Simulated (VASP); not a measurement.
# BP (F-43m) in VASP: further runs

BP is run at these levels: LDA; tasks: electric field gradients.

Everything below comes from runs of VASP 6.6.1. Logs are shortened: lines on timing, memory, paths and dates and some standing lists are left out, and cuts for length are marked.

## Step 1: The cell of the first run

It takes space group F-43m (No. 216, cubic). Conventional cell: a = 4.445 Å, b = 4.445 Å, c = 4.445 Å, α = 90.00°, β = 90.00°, γ = 90.00°. Within 2.6 Å of B (site symmetry -43m) lie 4 P at 1.92 Å. Within 2.6 Å of P (site symmetry -43m) lie 4 B at 1.92 Å.

## Step 2: Electric field gradients, LDA (volume scaled by 0.94)

INCAR reads:

```
SYSTEM = BP
ALGO     = Normal         ! electronic algorithm
EDIFF    = 1E-8           ! SCF threshold, eV
ENCUT    = 520            ! plane-wave cutoff, eV
GGA      = CA             ! functional
ISIF     = 2              ! what is computed and relaxed
ISMEAR   = -1             ! smearing method
LASPH    = .TRUE.         ! aspherical terms in the spheres
LCHARG   = .FALSE.        ! write CHGCAR
LEFG     = .TRUE.       
LREAL    = .FALSE.        ! projectors in reciprocal space
LWAVE    = .FALSE.        ! write WAVECAR
NBANDS   = 11             ! bands
NELM     = 80             ! most SCF steps
PREC     = Accurate       ! precision mode
SIGMA    = 0.05           ! smearing width, eV
```

KPOINTS reads:

```
k-points
0
G
  15 15 15
  0 0 0
```

POSCAR reads:

```
BP
1.0
    0.0000000000      2.2226808807      2.2226808807
    2.2226808807      0.0000000000      2.2226808807
    2.2226808807      2.2226808807      0.0000000000
B P
1 1
Direct
    0.0000000000      0.0000000000      0.0000000000
    0.7500000000      0.7500000000      0.7500000000
```

Potentials or basis: VASP PAW LDA potentials, release 64 (B, P).

Run with:

```
$ cat potpaw_LDA.64/B/POTCAR potpaw_LDA.64/P/POTCAR > POTCAR
$ mpirun -np 1 vasp_std > vasp.out
```

OUTCAR:

```text
SYSTEM = BP
   EDIFF = 1E-8
   ENCUT = 520
   GGA = CA
   ISIF = 2
   ISMEAR = -1
   LASPH = .TRUE.
   LREAL = .FALSE.
   NELM = 80
   PREC = Accurate

 ion  position               nearest neighbor table
   1  0.000  0.000  0.000-   2 1.92   2 1.92   2 1.92   2 1.92
   2  0.750  0.750  0.750-   1 1.92   1 1.92   1 1.92   1 1.92

  LATTYP: Found a face centered cubic cell.
 ALAT       =     4.4453617614

  Lattice vectors:

 A1 = (   0.0000000000,   2.2226808807,   2.2226808807)
 A2 = (   2.2226808807,   0.0000000000,   2.2226808807)
 A3 = (   2.2226808807,   2.2226808807,   0.0000000000)

Analysis of symmetry for initial positions (statically):
[... 5 lines left out ...]
 face centered cubic supercell.

 Subroutine GETGRP returns: Found 24 space group operations
 (whereof 24 operations were pure point group operations)
 out of a pool of 48 trial point group operations.

The static configuration has the point symmetry T_d .

Analysis of symmetry for dynamics (positions and initial velocities):
[... 5 lines left out ...]
 face centered cubic supercell.

 Subroutine GETGRP returns: Found 24 space group operations
 (whereof 24 operations were pure point group operations)
 out of a pool of 48 trial point group operations.

The dynamic configuration has the point symmetry T_d .

 Subroutine INISYM returns: Found 24 space group operations
 (whereof 24 operations are pure point group operations),
 and found     1 'primitive' translations

----------------------------------------------------------------------------------------

                                     Primitive cell

  volume of cell :      21.9615

  direct lattice vectors                    reciprocal lattice vectors
     0.000000000  2.222680881  2.222680881    -0.224953570  0.224953570  0.224953570
     2.222680881  0.000000000  2.222680881     0.224953570 -0.224953570  0.224953570
     2.222680881  2.222680881  0.000000000     0.224953570  0.224953570 -0.224953570

  length of vectors
     3.143345446  3.143345446  3.143345446     0.389631013  0.389631013  0.389631013

  position of ions in fractional coordinates (direct lattice)
     0.000000000  0.000000000  0.000000000
     0.750000000  0.750000000  0.750000000

  ion indices of the primitive-cell ions
   primitive index   ion index
                 1           1
                 2           2

----------------------------------------------------------------------------------------

 KPOINTS: k-points

Automatic generation of k-mesh.
 Grid dimensions read from file:
 generate k-points for:   15   15   15

 Generating k-lattice:

  Cartesian coordinates                     Fractional coordinates (reciprocal lattice)
    -0.014996905  0.014996905  0.014996905     0.066666667  0.000000000  0.000000000
     0.014996905 -0.014996905  0.014996905     0.000000000  0.066666667  0.000000000
     0.014996905  0.014996905 -0.014996905     0.000000000  0.000000000  0.066666667

  Length of vectors
     0.025975401  0.025975401  0.025975401

  Shift w.r.t. Gamma in fractional coordinates (k-lattice)
     0.000000000  0.000000000  0.000000000

 Subroutine IBZKPT returns following result:
 ===========================================

 Found    120 irreducible k-points:

 Following reciprocal coordinates:
            Coordinates               Weight
  0.000000  0.000000  0.000000      1.000000
  0.066667  0.000000  0.000000      8.000000
  0.133333  0.000000  0.000000      8.000000
  0.200000  0.000000  0.000000      8.000000
  0.266667  0.000000  0.000000      8.000000
  0.333333  0.000000  0.000000      8.000000
[... 16 lines left out ...]
  0.133333  0.133333  0.000000      6.000000
  0.200000  0.133333  0.000000     24.000000
 [... further k-points ...]
   k-points           NKPTS =    120   k-points in BZ     NKDIM =    120   number of bands    NBANDS=     11
   number of dos      NEDOS =    301   number of ions     NIONS =      2
   total plane-waves  NPLWV =  13824
   dimension x,y,z NGX =    24 NGY =   24 NGZ =   24
   dimension x,y,z NGXF=    48 NGYF=   48 NGZF=   48
   ions per type =               1   1
   NGX,Y,Z   is equivalent  to a cutoff of  12.69, 12.69, 12.69 a.u.
   NGXF,Y,Z  is equivalent  to a cutoff of  25.39, 25.39, 25.39 a.u.
 SYSTEM =  BP
   PREC   = accura    normal or accurate (medium, high low for compatibility)
   ISTART =      0    job   : 0-new  1-cont  2-samecut
   ICHARG =      2    charge: 1-file 2-atom 10-const
   ISPIN  =      1    spin polarized calculation?
   LNONCOLLINEAR =      F non collinear calculations
   LSORBIT =      F    spin-orbit coupling
   LASPH  =      T    aspherical Exc in radial PAW
   ENCUT  =  520.0 eV  38.22 Ry    6.18 a.u.   5.84  5.84  5.84*2*pi/ulx,y,z
   NELM   =     80;   NELMIN=  2; NELMDL= -5     # of ELM steps
   EDIFF  = 0.1E-07   stopping-criterion for ELM
   LREAL  =      F    real-space projection
   EDIFFG = 0.1E-06   stopping-criterion for IOM
   NSW    =      0    number of steps for IOM
   IBRION =     -1    ionic relax: 0-MD 1-quasi-New 2-CG
   NFREE  =      0    steps in history (QN), initial steepest desc. (CG)
   ISIF   =      2    stress and relaxation
   ISYM   =      2    0-nonsym 1-usesym 2-fastsym
   POTIM  = 0.5000    time-step for ionic-motion
   TEBEG  =    0.0;   TEEND  =   0.0 temperature during run
   PSTRESS=    0.0 pullay stress
   NELECT =       8.0000    total number of electrons
   NUPDOWN=      -1.0000    fix difference up-down
   EMIN   =  10.00;   EMAX   =-10.00  energy-range for DOS
   EFERMI =   0.00;   METHOD = LEGACY
   ISMEAR =    -1;   SIGMA  =   0.05  broadening in eV -4-tet -1-fermi 0-gaus
   EFERMI_NEDOS =   21; number of points for ismear=-14 and -15
   IALGO  =     38    algorithm
   IMIX   =      4    mixing-type and parameters
     AMIX     =   0.40;   BMIX     =  1.00
     AMIX_MAG =   1.60;   BMIX_MAG =  1.00
  volume/ion in A,a.u.               =      10.98        74.10
  Fermi-wavevector in a.u.,A,eV,Ry     =   1.169188  2.209445 18.599175  1.367001
  Thomas-Fermi vector in A             =   2.305664
   LORBIT       =      0    0 simple, 1 ext, 2 COOP (PROOUT), +10 PAW based schemes
   GGA     = CA    functional components
   LHFCALC =     F    Hartree Fock is set to
   AEXX    =    0.0000 exact exchange contribution
   IVDW    =     0    specifies the selected vdW correction
   LEPSILON=     F    determine dielectric tensor
   LRPA    =     F    only Hartree local field effects (RPA)
 non-spin polarized calculation
  energy-cutoff  :      520.00
  volume of cell :       21.96
 maximum number of plane-waves:       609
   NGX = 11   NGY = 11   NGZ = 11

 number of electron       8.0000000 magnetization

 Free energy of the ion-electron system (eV)
  ---------------------------------------------------
  ext. energy  EPLUGINS =         0.00000000
  ---------------------------------------------------
  free energy    TOTEN  =       -14.38831958 eV

  energy without entropy =      -14.38831950  energy(sigma->0) =      -14.38831954

 E-fermi :   8.7010     XC(G=0): -11.3452

 val. band max:        8.1590878931   @ k =   0.0000   0.0000   0.0000
 cond. band min:       9.2743902811   @ k =   0.4000   0.4000   0.0000
 fundamental gap:      1.1153023880
 Fermi energy:         8.7009623814

 k-point     1 :       0.0000    0.0000    0.0000
  band No.  band energies     occupation
      1      -7.7860      2.00000
      2       8.1591      1.99996
      3       8.1591      1.99996
      4       8.1591      1.99996
      5      11.6412      0.00000
      6      11.6412      0.00000
      7      11.6412      0.00000
      8      16.4892      0.00000
      9      19.8664      0.00000
     10      20.5269      0.00000
     11      20.5269      0.00000

 k-point     2 :       0.0667    0.0000    0.0000
  band No.  band energies     occupation
      1      -7.7018      2.00000
      2       7.4918      2.00000
      3       8.0100      2.00000
      4       8.0100      2.00000
      5      11.8475      0.00000
      6      11.8475      0.00000
      7      11.9227      0.00000
      8      16.6920      0.00000
      9      20.1154      0.00000
     10      20.1154      0.00000
     11      20.1456      0.00000
[... 295 lines left out ...]
 k-point    24 :       0.2000    0.1333    0.0000
  band No.  band energies     occupation
      1      -7.0329      2.00000
      2       5.4944      2.00000
      3       6.3522      2.00000
      4       6.7771      2.00000
      5      10.8795      0.00000
      6      14.0450      0.00000
      7      14.1639      0.00000
      8      15.4253      0.00000
      9      19.5313      0.00000
     10      21.0239      0.00000
     11      22.0340      0.00000

 [... further k-points ...]
[... 5 lines left out ...]
  --------------------------------------------------------------------------------------
  -------------------------------------------------------------------------------------
  Total        0.7529406      0.7529406      0.7529406      0.0000000      0.0000000      0.0000000
  in kB       54.9300428     54.9300428     54.9300428      0.0000000      0.0000000      0.0000000
  external PRESSURE =      54.9300428 kB  Pullay stress =       0.0000000 kB

 VOLUME and BASIS-vectors are now :
 -----------------------------------------------------------------------------
  energy-cutoff  :      520.00
  volume of cell :       21.96
      direct lattice vectors                 reciprocal lattice vectors
     0.000000000  2.222680881  2.222680881    -0.224953570  0.224953570  0.224953570
     2.222680881  0.000000000  2.222680881     0.224953570 -0.224953570  0.224953570
     2.222680881  2.222680881  0.000000000     0.224953570  0.224953570 -0.224953570

 POSITION                                       TOTAL-FORCE (eV/Angst)
 -----------------------------------------------------------------------------------
      0.00000      0.00000      0.00000         0.000000      0.000000      0.000000
      3.33402      3.33402      3.33402        -0.000000     -0.000000     -0.000000
 -----------------------------------------------------------------------------------
    total drift:                                0.000000      0.000000     -0.000000

  FREE ENERGIE OF THE ION-ELECTRON SYSTEM (eV)
  ---------------------------------------------------
  free  energy   TOTEN  =       -14.3883195771 eV

  energy  without entropy=      -14.3883194985  energy(sigma->0) =      -14.38831954

 Electric field gradients (V/A^2)
---------------------------------------------------------------------
 ion       V_xx      V_yy      V_zz      V_xy      V_xz      V_yz
---------------------------------------------------------------------
   1      -0.000    -0.000     0.000     0.000     0.000     0.000
   2      -0.000    -0.000     0.000    -0.000    -0.000    -0.000
---------------------------------------------------------------------

 Electric field gradients after diagonalization (V/A^2)
 (convention: |V_zz| > |V_xx| > |V_yy|)
----------------------------------------------------------------------
 ion       V_xx      V_yy      V_zz     asymmetry (V_yy - V_xx)/ V_zz
----------------------------------------------------------------------
   1      -0.000    -0.000     0.000       0.000
   2       0.000     0.000    -0.000       0.000
----------------------------------------------------------------------

           NMR quadrupolar parameters

 Cq : quadrupolar parameter    Cq=e*Q*V_zz/h
 eta: asymmetry parameters     (V_yy - V_xx)/ V_zz
 Q  : nuclear electric quadrupole moment in mb (millibarn)
----------------------------------------------------------------------
 ion       Cq(MHz)       eta       Q (mb)
----------------------------------------------------------------------
   1       0.000       0.000       1.000
   2      -0.000       0.000       1.000
----------------------------------------------------------------------
```

Run time: 26 s. Hardware: 1 thread of AMD EPYC 7R43 (Zen 3), shared host; peak memory 0.1 GiB.

Results:

| Property | Result |
| --- | --- |
| Free energy | -14.3883 eV |
| Pressure | 5.5 GPa |
| Band gap on the k mesh | 1.12 eV, indirect (least direct gap 3.48 eV) |

Caveat: without QUAD_EFG the Cq values of the log hold for a quadrupole moment of 1 mb, not for the nuclei.

## Step 3: Electric field gradients, LDA (volume scaled by 0.96)

INCAR reads:

```
PREC     = Accurate       # precision mode
ENCUT    = 520            # plane-wave cutoff, eV
EDIFF    = 1E-8           # SCF threshold, eV
ISMEAR   = -1             # smearing method
SIGMA    = 0.05           # smearing width, eV
LREAL    = F              # projectors in reciprocal space
LASPH    = T              # aspherical terms in the spheres
NELM     = 100            # most SCF steps
ALGO     = Normal         # electronic algorithm
ISIF     = 2              # what is computed and relaxed
LWAVE    = F              # write WAVECAR
LCHARG   = F              # write CHGCAR
GGA      = CA             # functional
LEFG     = T            
NBANDS   = 11             # bands
```

KPOINTS reads:

```
Automatic mesh
0
Gamma
  15 15 15
```

POSCAR reads:

```
BP
1.0
    0.0000000000      2.2383340787      2.2383340787
    2.2383340787      0.0000000000      2.2383340787
    2.2383340787      2.2383340787      0.0000000000
B P
1 1
Direct
    0.0000000000      0.0000000000      0.0000000000
    0.7500000000      0.7500000000      0.7500000000
```

Potentials or basis: VASP PAW LDA potentials, release 64 (B, P).

Run with:

```
$ cat potpaw_LDA.64/B/POTCAR potpaw_LDA.64/P/POTCAR > POTCAR
$ mpirun -np 1 vasp_std > vasp.out
```

OUTCAR:

```text
PREC = Accurate
   ENCUT = 520
   EDIFF = 1E-8
   ISMEAR = -1
   LREAL = F
   LASPH = T
   NELM = 100
   ISIF = 2
   GGA = CA

 ion  position               nearest neighbor table
   1  0.000  0.000  0.000-   2 1.94   2 1.94   2 1.94   2 1.94
   2  0.750  0.750  0.750-   1 1.94   1 1.94   1 1.94   1 1.94

  LATTYP: Found a face centered cubic cell.
 ALAT       =     4.4766681574

  Lattice vectors:

 A1 = (   0.0000000000,   2.2383340787,   2.2383340787)
 A2 = (   2.2383340787,   0.0000000000,   2.2383340787)
 A3 = (   2.2383340787,   2.2383340787,   0.0000000000)

[... 546 lines left out ...]
  free  energy   TOTEN  =       -14.3987119210 eV

  energy  without entropy=      -14.3987118600  energy(sigma->0) =      -14.39871189

 Electric field gradients (V/A^2)
---------------------------------------------------------------------
 ion       V_xx      V_yy      V_zz      V_xy      V_xz      V_yz
---------------------------------------------------------------------
   1       0.000    -0.000    -0.000     0.000     0.000     0.000
   2       0.000    -0.000    -0.000    -0.000    -0.000    -0.000
---------------------------------------------------------------------

 Electric field gradients after diagonalization (V/A^2)
 (convention: |V_zz| > |V_xx| > |V_yy|)
----------------------------------------------------------------------
 ion       V_xx      V_yy      V_zz     asymmetry (V_yy - V_xx)/ V_zz
----------------------------------------------------------------------
   1      -0.000    -0.000     0.000       0.000
   2       0.000     0.000    -0.000       0.000
----------------------------------------------------------------------

           NMR quadrupolar parameters

 Cq : quadrupolar parameter    Cq=e*Q*V_zz/h
 eta: asymmetry parameters     (V_yy - V_xx)/ V_zz
 Q  : nuclear electric quadrupole moment in mb (millibarn)
----------------------------------------------------------------------
 ion       Cq(MHz)       eta       Q (mb)
----------------------------------------------------------------------
   1       0.000       0.000       1.000
   2      -0.000       0.000       1.000
----------------------------------------------------------------------
```

stdout:

```text
POSCAR found type information on POSCAR B P
 POSCAR found :  2 types and       2 ions
 scaLAPACK will be used
 LDA part: xc-table for (Slater(with rela. corr.)+CA(PZ))
 , standard interpolation
 POSCAR, INCAR and KPOINTS ok, starting setup
 FFT: planning ... GRIDC
 FFT: planning ... GRID_SOFT
 FFT: planning ... GRID
 WAVECAR not read
 entering main loop
ion   1

ion   2
```

Wall time 28 s (1 thread of AMD EPYC 7R43 (Zen 3), shared host); peak memory 0.1 GiB.

What came out:

| Quantity | Value |
| --- | --- |
| Free energy | -14.3987 eV |
| Pressure | 1.5 GPa |
| Band gap on the k mesh | 1.14 eV, indirect (least direct gap 3.44 eV) |

Levels at points of the mesh, in eV from the valence-band top:
```
           k point  band 1  band 2  band 3  band 4  band 5  band 6  band 7  band 8
(0.00, 0.00, 0.00)  -15.75    0.00    0.00    0.00    3.44    3.44    3.44    8.00
```

Caveat: without QUAD_EFG the Cq values of the log hold for a quadrupole moment of 1 mb, not for the nuclei. A k mesh can miss the band edges.

(Part 1 of 2 ends here.)
